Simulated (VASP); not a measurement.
# MgSc2C2 (P-3m1) in VASP: a series of runs, part 2 of 2

VASP 6.6.1. The steps go on from the part before.

## (4) Relaxation of cell and atoms, PBE

This run uses another cell than the first one, of 16.43 Å³/atom, 1.219 times its volume.

Input file INCAR:

```
SYSTEM = MgSc2C2
  PREC = Accurate
  ENCUT = 600
  EDIFF = 1E-7
  ISMEAR = 0
  SIGMA = 0.1
  LREAL = .False.
  LASPH = .True.
  NELM = 60
  ALGO = Normal
  ISIF = 3
  LWAVE = .False.
  LCHARG = .False.
  GGA = PE
  IBRION = 2
  NSW = 90
  EDIFFG = -0.04
```

Input file KPOINTS:

```
regular mesh
0
Gamma
  6 6 4
  0 0 0
```

Input file POSCAR:

```
MgSc2C2
1.0
    3.8264755900      0.0000000000      0.0000000000
   -1.9132378000      3.3138250700      0.0000000000
    0.0000000000      0.0000000000      6.4779070900
Mg Sc C
1 2 2
Direct
    0.0000000000      0.0000000000      0.0000000000
    0.3333333300      0.6666666700      0.6318000000
    0.6666666700      0.3333333300      0.3682000000
    0.3333333300      0.6666666700      0.2606000000
    0.6666666700      0.3333333300      0.7394000000
```

The run is started by

```
$ cat potpaw_PBE.64/Mg/POTCAR potpaw_PBE.64/Sc_sv/POTCAR potpaw_PBE.64/C/POTCAR > POTCAR
$ mpirun -np 1 vasp_std > vasp.out
```

Run time: 5.1 min. Hardware: 1 thread of Intel Xeon 6975P-C (Granite Rapids), shared host; peak memory 0.27 GiB.

Results (log left out):

```
Free energy                            : -33.0652 eV
Relaxed volume                         : 13.54 Å³/atom
Relaxed cell                           : a = 3.967 Å, b = 3.967 Å, c = 4.970 Å, α = 90.00°, β = 90.00°, γ = 120.00°
Space group after relaxing (to 0.05 Å) : P-3m1 (No. 164)
Energy gained by relaxing              : 255.4 meV/atom
Ionic steps                            : 16
Pressure after relaxing                : -0.2 GPa
Largest force after relaxing           : 0.023 eV/Å
Band gap on the k mesh                 : zero (band 16 reaches 5.99 eV, above the bottom of band 17 at 4.86 eV)
```

Forces in eV/Å, atoms in the order of the input:
```
Mg   0.000  0.000  0.000
Sc   0.000  0.000  0.013
Sc   0.000  0.000 -0.013
C    0.000  0.000  0.023
C    0.000  0.000 -0.023
```

Stress tensor (GPa, compression positive):
```
-0.15  0.00  0.00
 0.00 -0.15  0.00
 0.00  0.00 -0.32
```

The path:
| step | energy change (eV) | largest force (eV/Å) | pressure (GPa) | volume (Å³) |
| --- | --- | --- | --- | --- |
| 1 | 0.0000 | 2.9341 | -7.36 | 82.14 |
| 2 | -0.7567 | 1.2663 | 3.45 | 73.49 |
| 3 | -0.7638 | 1.0346 | 5.12 | 72.55 |
| 4 | -0.9701 | 0.5154 | -0.91 | 75.26 |
| 5 | -0.9761 | 0.4863 | -2.07 | 75.85 |
| 6 | -1.0461 | 0.3344 | -1.42 | 74.25 |
| 7 | -1.1429 | 0.3428 | 1.28 | 69.85 |
| 8 | -1.1499 | 0.4925 | 2.56 | 68.36 |
| 9 | -1.1944 | 0.4296 | 0.66 | 68.57 |
| 10 | -1.2429 | 0.4687 | -2.73 | 68.90 |
| 11 | -1.2437 | 0.4199 | -2.16 | 68.85 |
| 12 | -1.2663 | 0.2432 | 0.24 | 67.22 |
| 13 | -1.2682 | 0.2736 | -0.34 | 67.56 |
| 14 | -1.2740 | 0.1674 | -0.06 | 67.50 |
| 15 | -1.2762 | 0.0522 | 0.29 | 67.44 |
| 16 | -1.2768 | 0.0232 | -0.21 | 67.72 |

Final structure:
```cif
data_structure
_symmetry_space_group_name_H-M 'P 1'
_symmetry_Int_Tables_number 1
_cell_length_a 3.9668
_cell_length_b 3.9668
_cell_length_c 4.9698
_cell_angle_alpha 90.000
_cell_angle_beta 90.000
_cell_angle_gamma 120.000
_cell_volume 67.72
loop_
_atom_site_label
_atom_site_type_symbol
_atom_site_fract_x
_atom_site_fract_y
_atom_site_fract_z
_atom_site_occupancy
Mg1 Mg 0.00000 0.00000 0.00000 1
Sc1 Sc 0.33333 0.66667 0.70897 1
Sc2 Sc 0.66667 0.33333 0.29103 1
C1 C 0.33333 0.66667 0.23131 1
C2 C 0.66667 0.33333 0.76869 1
```

Levels at points of the mesh, in eV from the Fermi level:
| k point | band 13 | band 14 | band 15 | band 16 | band 17 | band 18 | band 19 | band 20 |
| --- | --- | --- | --- | --- | --- | --- | --- | --- |
| (0.00, 0.00, 0.00) | -2.27 | -2.23 | -2.23 | 0.85 | 1.18 | 1.18 | 1.47 | 2.99 |
| (0.50, 0.00, 0.00) | -2.04 | -2.01 | -1.59 | -0.53 | 0.75 | 1.41 | 2.31 | 2.64 |
| (0.00, 0.00, 0.50) | -2.66 | -2.27 | -2.27 | -1.65 | 2.34 | 2.60 | 2.60 | 2.82 |
| (0.50, 0.00, 0.50) | -2.30 | -2.26 | -1.53 | -0.95 | 1.55 | 1.92 | 2.15 | 2.58 |

Caveat: the volume moved by over 15 % at a fixed basis, so the end points are rough.

## (5) Single point, PBE

Input file INCAR:

```
SYSTEM = MgSc2C2
  ALGO = Normal
  EDIFF = 1E-7
  ENCUT = 520
  GGA = PE
  ISIF = 2
  ISMEAR = 0
  LASPH = .TRUE.
  LCHARG = .FALSE.
  LREAL = .FALSE.
  LWAVE = .FALSE.
  NBANDS = 24
  NELM = 60
  PREC = Accurate
  SIGMA = 0.1
```

Input file KPOINTS:

```
k-points
0
G
  12 12 8
  0 0 0
```

Input file POSCAR:

```
MgSc2C2
1.0
    3.9669558688      0.0000000000      0.0000000000
   -1.9834779344      3.4354845580      0.0000000000
    0.0000000000      0.0000000000      4.9475154413
Mg Sc C
1 2 2
Direct
    0.0000000000      0.0000000000      0.0000000000
    0.3333333333      0.6666666667      0.7095154052
    0.6666666667      0.3333333333      0.2904845948
    0.3333333333      0.6666666667      0.2319114540
    0.6666666667      0.3333333333      0.7680885460
```

The run is started by

```
$ cat potpaw_PBE.64/Mg/POTCAR potpaw_PBE.64/Sc_sv/POTCAR potpaw_PBE.64/C/POTCAR > POTCAR
$ mpirun -np 1 vasp_std > vasp.out
```

Run time: 1.9 min. Hardware: 1 thread of Intel Xeon 6975P-C (Granite Rapids), shared host; peak memory 0.34 GiB.

It converged, with:

* Free energy: -33.0545 eV
* Pressure: 0.3 GPa
* Largest force: 0.012 eV/Å
* Band gap on the k mesh: zero (band 16 reaches 6.03 eV, above the bottom of band 17 at 4.89 eV)

Forces on the atoms (eV/Å):
```
Mg   0.000  0.000  0.000
Sc   0.000  0.000  0.011
Sc   0.000  0.000 -0.011
C    0.000  0.000 -0.012
C    0.000  0.000  0.012
```

Levels at points of the mesh, in eV from the Fermi level:
```
           k point  band 12  band 13  band 14  band 15  band 16  band 17  band 18  band 19  band 20  band 21
(0.00, 0.00, 0.00)    -2.40    -2.40    -2.36    -2.36     0.74     1.07     1.07     1.33     2.88     2.88
(0.50, 0.00, 0.00)    -2.36    -2.14    -2.14    -1.71    -0.65     0.62     1.28     2.20     2.53     2.57
(0.00, 0.00, 0.50)    -2.79    -2.79    -2.41    -2.41    -1.79     2.21     2.52     2.52     2.72     2.72
(0.50, 0.00, 0.50)    -4.00    -2.42    -2.39    -1.67    -1.10     1.43     1.80     2.08     2.51     2.57
```

## (6) Overview

| task | cell | k mesh | cutoff (eV) | gap on the mesh (eV) | pressure (GPa) | largest force (eV/Å) |
| --- | --- | --- | --- | --- | --- | --- |
| single point | a = 3.966, b = 3.966, c = 4.948 Å, angles 90.0, 90.0, 120.0°, 5 atoms | 6 × 6 × 4 | 520 | none | 0.4 | 0.04 |
| single point | a = 3.826, b = 3.826, c = 6.478 Å, angles 90.0, 90.0, 120.0°, 5 atoms | 6 × 6 × 4 | 520 | - | -7.3 | 2.93 |
| relaxation of cell and atoms | relaxed from a = 3.826, b = 3.826, c = 6.478 Å, angles 90.0, 90.0, 120.0°, 5 atoms | 6 × 6 × 4 | 600 | none | -0.2 | 0.02 |
| single point | a = 3.967, b = 3.967, c = 4.948 Å, angles 90.0, 90.0, 120.0°, 5 atoms | 12 × 12 × 8 | 520 | none | 0.3 | 0.01 |

Alike in all rows: level PBE; potentials or basis VASP PAW PBE potentials, release 64 (Mg, Sc_sv, C); no spin polarisation; smearing gaussian 0.1 eV.

Caveats: forces of over 1 eV/Å act on the atoms, so gaps and moduli don't describe the material at rest (some runs); the volume moved by over 15 % at a fixed basis, so the end points are rough (some runs).

Total energies depend on the potentials used, so only differences within one code and one set of settings carry meaning.
